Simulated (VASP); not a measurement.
# LiCl (Fm-3m) in VASP: notebook

The runs below take LiCl through single point, with r2SCAN.

Everything below comes from runs of VASP 6.6.1. Logs are shortened: lines on timing, memory, paths and dates and some standing lists are left out, and cuts for length are marked.

### 1 The cell of the first run

The structure is cubic, space group Fm-3m (No. 225). The conventional cell has a = 4.955 Å, b = 4.955 Å, c = 4.955 Å, α = 90.00°, β = 90.00°, γ = 90.00°. Within 3.3 Å of Li (site symmetry m-3m) lie 6 Cl at 2.48 Å. Cl (site symmetry m-3m) has 6 Li at 2.48 Å within 3.3 Å.

### 2 Single point, r2SCAN

File POSCAR:

```
LiCl
1.0
    2.4776068443      2.4776068443      0.0000000000
   -2.4776068443      2.4776068443      0.0000000000
    0.0000000000      2.4776068443      2.4776068443
Li Cl
1 1
Direct
    0.0000000000      0.0000000000      0.0000000000
    0.5000000000      0.5000000000      0.0000000000
```

File INCAR.step1:

```
PREC = Accurate ; ENCUT = 520
ISMEAR = 0 ; SIGMA = 0.01
LREAL = F ; LASPH = T
NELM = 60 ; NBANDS = 12
GGA = PE ; ALGO = Normal
EDIFF = 1E-4 ; LWAVE = T
LCHARG = F
```

File INCAR.step2:

```
PREC = Accurate ; ENCUT = 520
EDIFF = 1E-6 ; ISMEAR = 0
SIGMA = 0.01 ; LREAL = F
LASPH = T ; NELM = 60
ALGO = Normal ; ISIF = 2
LWAVE = F ; LCHARG = T
METAGGA = R2SCAN ; LMIXTAU = T
LELF = T ; LVHAR = T
NBANDS = 12 ; ISTART = 1
```

File KPOINTS:

```
Automatic mesh
0
Gamma
  8 8 8
```

Potentials or basis: VASP PAW PBE potentials, release 64 (Li_sv, Cl).

Run with:

```sh
cat potpaw_PBE.64/Li_sv/POTCAR potpaw_PBE.64/Cl/POTCAR > POTCAR
cp INCAR.step1 INCAR
mpirun -np 1 vasp_std > vasp.out
cp INCAR.step2 INCAR
mpirun -np 1 vasp_std > vasp.out
```

OUTCAR:

```text
PREC = Accurate
   ENCUT = 520
   EDIFF = 1E-6
   ISMEAR = 0
   LREAL = F
   LASPH = T
   NELM = 60
   ISIF = 2
   METAGGA = R2SCAN
   ISTART = 1

 ion  position               nearest neighbor table
   1  0.000  0.000  0.000-   2 2.48   2 2.48   2 2.48   2 2.48   2 2.48   2 2.48
   2  0.500  0.500  0.000-   1 2.48   1 2.48   1 2.48   1 2.48   1 2.48   1 2.48

  LATTYP: Found a face centered cubic cell.
 ALAT       =     4.9552136886

  Lattice vectors:

 A1 = (   0.0000000000,   2.4776068443,   2.4776068443)
 A2 = (   2.4776068443,   0.0000000000,   2.4776068443)
 A3 = (   2.4776068443,   2.4776068443,   0.0000000000)

Analysis of symmetry for initial positions (statically):
=====================================================================
 Subroutine PRICEL returns:
 Original cell was already a primitive cell.

 Routine SETGRP: Setting up the symmetry group for a
 face centered cubic supercell.

 Subroutine GETGRP returns: Found 48 space group operations
 (whereof 48 operations were pure point group operations)
 out of a pool of 48 trial point group operations.

The static configuration has the point symmetry O_h .

Analysis of symmetry for dynamics (positions and initial velocities):
=====================================================================
 Subroutine PRICEL returns:
 Original cell was already a primitive cell.

 Routine SETGRP: Setting up the symmetry group for a
 face centered cubic supercell.

 Subroutine GETGRP returns: Found 48 space group operations
 (whereof 48 operations were pure point group operations)
 out of a pool of 48 trial point group operations.

The dynamic configuration has the point symmetry O_h .

 Subroutine INISYM returns: Found 48 space group operations
 (whereof 48 operations are pure point group operations),
 and found     1 'primitive' translations

----------------------------------------------------------------------------------------

                                     Primitive cell

  volume of cell :      30.4178

  direct lattice vectors                    reciprocal lattice vectors
     2.477606844  2.477606844  0.000000000     0.201807644  0.201807644 -0.201807644
    -2.477606844  2.477606844  0.000000000    -0.201807644  0.201807644 -0.201807644
     0.000000000  2.477606844  2.477606844     0.000000000  0.000000000  0.403615288

  length of vectors
     3.503865201  3.503865201  3.503865201     0.349541093  0.349541093  0.403615288

  position of ions in fractional coordinates (direct lattice)
     0.000000000  0.000000000  0.000000000
[... 89 lines left out ...]
   NELECT =      10.0000    total number of electrons
   NUPDOWN=      -1.0000    fix difference up-down
   EMIN   =  10.00;   EMAX   =-10.00  energy-range for DOS
   EFERMI =   0.00;   METHOD = LEGACY
   ISMEAR =     0;   SIGMA  =   0.01  broadening in eV -4-tet -1-fermi 0-gaus
   EFERMI_NEDOS =   21; number of points for ismear=-14 and -15
   IALGO  =     38    algorithm
   IMIX   =      4    mixing-type and parameters
     AMIX     =   0.40;   BMIX     =  1.00
     AMIX_MAG =   1.60;   BMIX_MAG =  1.00
  volume/ion in A,a.u.               =      15.21       102.63
  Fermi-wavevector in a.u.,A,eV,Ry     =   1.129880  2.135164 17.369599  1.276630
  Thomas-Fermi vector in A             =   2.266575
   LORBIT       =      0    0 simple, 1 ext, 2 COOP (PROOUT), +10 PAW based schemes
   METAGGA = R2SCAN    functional components
   LHFCALC =     F    Hartree Fock is set to
   AEXX    =    0.0000 exact exchange contribution
   IVDW    =     0    specifies the selected vdW correction
   LEPSILON=     F    determine dielectric tensor
   LRPA    =     F    only Hartree local field effects (RPA)
 non-spin polarized calculation
 Gauss-broadening in eV      SIGMA  =   0.01
  energy-cutoff  :      520.00
  volume of cell :       30.42
 maximum number of plane-waves:       869
 NGX is ok and might be reduce to    28
   NGX = 13   NGY = 13   NGZ = 13

 number of electron       9.9999993 magnetization

 Free energy of the ion-electron system (eV)
  ---------------------------------------------------
  ext. energy  EPLUGINS =         0.00000000
  ---------------------------------------------------
  free energy    TOTEN  =       -12.56079413 eV

  energy without entropy =      -12.56079413  energy(sigma->0) =      -12.56079413

 E-fermi :   1.1913     XC(G=0):  -9.6497

 val. band max:        1.0292015326   @ k =   0.0000   0.0000   0.0000
 cond. band min:       8.6842079422   @ k =   0.5000   0.0000   0.0000
 fundamental gap:      7.6550064095
 Fermi energy:         1.1912933446

 k-point     1 :       0.0000    0.0000    0.0000
  band No.  band energies     occupation
      1     -43.6687      2.00000
      2     -13.3585      2.00000
      3       1.0292      2.00000
      4       1.0292      2.00000
      5       1.0292      2.00000
      6       9.0562      0.00000
      7      13.7551      0.00000
      8      13.7552      0.00000
      9      13.7552      0.00000
     10      16.6731      0.00000
     11      16.6732      0.00000
     12      17.5723      0.00000
[... 331 lines left out ...]
 k-point    24 :       0.5000    0.2500    0.1250
  band No.  band energies     occupation
      1     -43.6632      2.00000
      2     -12.4700      2.00000
      3      -1.9686      2.00000
      4      -0.5456      2.00000
      5       0.3186      2.00000
      6      10.2783      0.00000
      7      11.3598      0.00000
      8      12.7048      0.00000
      9      14.4887      0.00000
     10      18.0390      0.00000
     11      19.2025      0.00000
     12      20.9524      0.00000

 [... further k-points ...]

------------------------ aborting loop because EDIFF is reached ----------------------------------------

  FORCE on cell =-STRESS in cart. coord.  units (eV):
  Direction    XX          YY          ZZ          XY          YZ          ZX
  --------------------------------------------------------------------------------------
  -------------------------------------------------------------------------------------
  Total        0.6739372      0.6739372      0.6739372      0.0000000      0.0000000     -0.0000000
  in kB       35.4979162     35.4979162     35.4979162      0.0000000      0.0000000     -0.0000000
  external PRESSURE =      35.4979162 kB  Pullay stress =       0.0000000 kB

 VOLUME and BASIS-vectors are now :
 -----------------------------------------------------------------------------
  energy-cutoff  :      520.00
  volume of cell :       30.42
      direct lattice vectors                 reciprocal lattice vectors
     2.477606844  2.477606844  0.000000000     0.201807644  0.201807644 -0.201807644
    -2.477606844  2.477606844  0.000000000    -0.201807644  0.201807644 -0.201807644
     0.000000000  2.477606844  2.477606844     0.000000000  0.000000000  0.403615288

 POSITION                                       TOTAL-FORCE (eV/Angst)
 -----------------------------------------------------------------------------------
      0.00000      0.00000      0.00000        -0.000000      0.000000      0.000000
      0.00000      2.47761      0.00000         0.000000     -0.000000      0.000000
 -----------------------------------------------------------------------------------
    total drift:                               -0.000000      0.000000     -0.000000

  FREE ENERGIE OF THE ION-ELECTRON SYSTEM (eV)
  ---------------------------------------------------
  free  energy   TOTEN  =       -12.5607941349 eV

  energy  without entropy=      -12.5607941349  energy(sigma->0) =      -12.56079413
```

OUTCAR.step1:

```text
PREC = Accurate
   ENCUT = 520
   ISMEAR = 0
   LREAL = F
   LASPH = T
[... 583 lines left out ...]
 -----------------------------------------------------------------------------------
      0.00000      0.00000      0.00000         0.000000     -0.000000      0.000000
      0.00000      2.47761      0.00000        -0.000000      0.000000      0.000000
 -----------------------------------------------------------------------------------
    total drift:                               -0.000000      0.000000     -0.000000

  FREE ENERGIE OF THE ION-ELECTRON SYSTEM (eV)
  ---------------------------------------------------
  free  energy   TOTEN  =        -7.3369143559 eV

  energy  without entropy=       -7.3369143559  energy(sigma->0) =       -7.33691436
```

Wall time 1.8 min (1 thread of Intel Xeon 8259CL, shared host); peak memory 0.16 GiB.

What came out:

- Free energy: -12.5608 eV
- Band gap on the k mesh: 7.66 eV (least direct gap 7.98 eV)

Levels at points of the mesh, in eV from the valence-band top:
| k point | band 3 | band 4 | band 5 | band 6 | band 7 | band 8 |
| --- | --- | --- | --- | --- | --- | --- |
| (0.00, 0.00, 0.00) | 0.00 | 0.00 | 0.00 | 8.03 | 12.73 | 12.73 |
| (0.50, 0.00, 0.00) | -3.29 | -0.33 | -0.33 | 7.66 | 10.34 | 10.34 |
| (0.50, 0.50, 0.00) | -3.45 | -1.34 | -1.34 | 8.75 | 9.05 | 14.58 |

Caveat: the cutoff is under 1.25 times the usual one of these potentials, so pressure, stress and relaxed cells hold a basis-set (Pulay) error; the PAW data sets were made with another functional, which shifts forces and pressure a little. A k mesh can miss the band edges.

### 3 Single point, r2SCAN

File POSCAR:

```
LiCl
1.0
    2.4776068444      2.4776068444      0.0000000000
   -2.4776068444      2.4776068444      0.0000000000
    0.0000000000      2.4776068444      2.4776068444
Li Cl
1 1
Direct
    0.0000000000      0.0000000000      0.0000000000
    0.5000000000      0.5000000000      0.0000000000
```

Edit INCAR.step1 of step 2 so:

```diff
@@ -3,3 +3,3 @@
 LREAL = F ; LASPH = T
-NELM = 60 ; NBANDS = 12
+NELM = 100 ; NBANDS = 12
 GGA = PE ; ALGO = Normal
```

File INCAR.step2:

```
PREC = Accurate ; ENCUT = 520
EDIFF = 1E-6 ; ISMEAR = 0
SIGMA = 0.01 ; LREAL = F
LASPH = T ; NELM = 100
ALGO = Normal ; ISIF = 2
LWAVE = F ; LCHARG = F
METAGGA = R2SCAN ; LMIXTAU = T
NBANDS = 12 ; ISTART = 1
```

KPOINTS is that of step 2.

Potentials or basis: VASP PAW PBE potentials, release 64 (Li_sv, Cl).

Run with:

```sh
cat potpaw_PBE.64/Li_sv/POTCAR potpaw_PBE.64/Cl/POTCAR > POTCAR
cp INCAR.step1 INCAR
mpirun -np 1 vasp_std > vasp.out
cp INCAR.step2 INCAR
mpirun -np 1 vasp_std > vasp.out
```

It took 1.7 min on 1 thread of Intel Xeon 8259CL, shared host; peak memory 0.16 GiB.

It converged, with:

| Property | Result |
| --- | --- |
| Free energy | -12.5608 eV |
| Band gap on the k mesh | 7.66 eV (least direct gap 7.98 eV) |

Levels at points of the mesh, in eV from the valence-band top:
| k point | band 1 | band 2 | band 3 | band 4 | band 5 | band 6 | band 7 | band 8 | band 9 | band 10 |
| --- | --- | --- | --- | --- | --- | --- | --- | --- | --- | --- |
| (0.00, 0.00, 0.00) | -44.70 | -14.39 | 0.00 | 0.00 | 0.00 | 8.03 | 12.73 | 12.73 | 12.73 | 15.64 |
| (0.50, 0.00, 0.00) | -44.69 | -13.65 | -3.29 | -0.33 | -0.33 | 7.66 | 10.34 | 10.34 | 15.41 | 18.48 |
| (0.50, 0.50, 0.00) | -44.69 | -13.32 | -3.45 | -1.34 | -1.34 | 8.75 | 9.05 | 14.58 | 16.31 | 16.31 |

Caveat: the cutoff is under 1.25 times the usual one of these potentials, so pressure, stress and relaxed cells hold a basis-set (Pulay) error; the PAW data sets were made with another functional, which shifts forces and pressure a little. A k mesh can miss the band edges.

### 4 Single point, r2SCAN

This run uses another cell than the first one, of 15.85 Å³/atom.

File POSCAR:

```
LiCl
1.0
    2.5120026258      2.5120026258      0.0000000000
   -2.5120026258      2.5120026258      0.0000000000
    0.0000000000      2.5120026258      2.5120026258
Li Cl
1 1
Direct
    0.0000000000      0.0000000000      0.0000000000
    0.5000000000      0.5000000000      0.0000000000
```

File INCAR.step1:

```
SYSTEM = LiCl
ALGO     = Normal         ! electronic algorithm
EDIFF    = 1E-4           ! SCF threshold, eV
ENCUT    = 520            ! plane-wave cutoff, eV
GGA      = PE             ! functional
ISMEAR   = 0              ! smearing method
LASPH    = .True.         ! aspherical terms in the spheres
LCHARG   = .False.        ! write CHGCAR
LREAL    = .False.        ! projectors in reciprocal space
LWAVE    = .True.         ! write WAVECAR
NBANDS   = 12             ! bands
NELM     = 60             ! most SCF steps
PREC     = Accurate       ! precision mode
SIGMA    = 0.01           ! smearing width, eV
```

File INCAR.step2:

```
SYSTEM = LiCl
ALGO     = Normal         ! electronic algorithm
EDIFF    = 1E-6           ! SCF threshold, eV
ENCUT    = 520            ! plane-wave cutoff, eV
ISIF     = 2              ! what is computed and relaxed
ISMEAR   = 0              ! smearing method
ISTART   = 1            
LASPH    = .True.         ! aspherical terms in the spheres
LCHARG   = .False.        ! write CHGCAR
LMIXTAU  = .True.       
LREAL    = .False.        ! projectors in reciprocal space
LWAVE    = .False.        ! write WAVECAR
METAGGA  = R2SCAN         ! meta-GGA
NBANDS   = 12             ! bands
NELM     = 60             ! most SCF steps
PREC     = Accurate       ! precision mode
SIGMA    = 0.01           ! smearing width, eV
```

File KPOINTS:

```
k-points
0
Gamma
  8 8 8
  0 0 0
```

Run with:

```sh
cat potpaw_PBE.64/Li_sv/POTCAR potpaw_PBE.64/Cl/POTCAR > POTCAR
cp INCAR.step1 INCAR
mpirun -np 1 vasp_std > vasp.out
cp INCAR.step2 INCAR
mpirun -np 1 vasp_std > vasp.out
```

Run time: 1.8 min. Hardware: 1 thread of Intel Xeon 8259CL, shared host; peak memory 0.16 GiB.

The run converged. Its results:

| Quantity | Value |
| --- | --- |
| Free energy | -12.5820 eV |
| Band gap on the k mesh | 7.61 eV (least direct gap 7.72 eV) |

Levels at points of the mesh, in eV from the valence-band top:
```csv
k point,band 2,band 3,band 4,band 5,band 6,band 7,band 8,band 9
"(0.00, 0.00, 0.00)",-14.22,0.00,0.00,0.00,7.72,12.71,12.71,12.71
"(0.50, 0.00, 0.00)",-13.55,-3.10,-0.30,-0.30,7.61,10.34,10.34,14.92
"(0.50, 0.50, 0.00)",-13.25,-3.24,-1.25,-1.25,8.83,8.94,14.17,15.95
```

Caveat: the cutoff is under 1.25 times the usual one of these potentials, so pressure, stress and relaxed cells hold a basis-set (Pulay) error; the PAW data sets were made with another functional, which shifts forces and pressure a little.
